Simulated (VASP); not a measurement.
InP: single point with RPBE

InP:

```
In P
1.0
     0.00000    2.93050    2.93050
     2.93050    0.00000    2.93050
     2.93050    2.93050    0.00000
In P
1 1
Direct
  0.00000 0.00000 0.00000
  0.25000 0.25000 0.25000
```

| Item | Value |
| --- | --- |
| Program | VASP 6.6.1 |
| Task | single point |
| Functional | RPBE |
| Potentials or basis | VASP PAW PBE potentials, release 64 (In_d, P) |
| Cutoff | 500 eV |
| k mesh | 8 × 8 × 8 |
| Occupations | fermi-dirac, width 0.05 eV |
| Spin | no spin polarisation |

```yaml
Pressure: 5.1 GPa
Band_gap_on_the_k_mesh: 0.84 eV
```

Levels at points of the mesh, in eV from the valence-band top:
```csv
k point,band 6,band 7,band 8,band 9,band 10,band 11,band 12,band 13
"(0.00, 0.00, 0.00)",-11.49,0.00,0.00,0.00,0.84,4.14,4.14,4.14
"(0.50, 0.00, 0.00)",-9.77,-5.67,-0.96,-0.96,1.60,4.86,4.86,7.27
"(0.50, 0.50, 0.00)",-9.12,-5.70,-2.30,-2.30,1.88,2.35,9.36,9.66
```

It took 24 s on 1 thread of Intel(R) Xeon(R) Platinum 8488C (Sapphire Rapids), with other jobs on the host, peak memory 0.17 GiB.

Caveat: the cell stands under pressure; the PAW data sets were made with another functional, which shifts forces and pressure a little; spin-orbit coupling is left out, which moves the levels of the heavy elements. Expect the measured gap to be larger: semilocal functionals such as RPBE lack the derivative discontinuity.
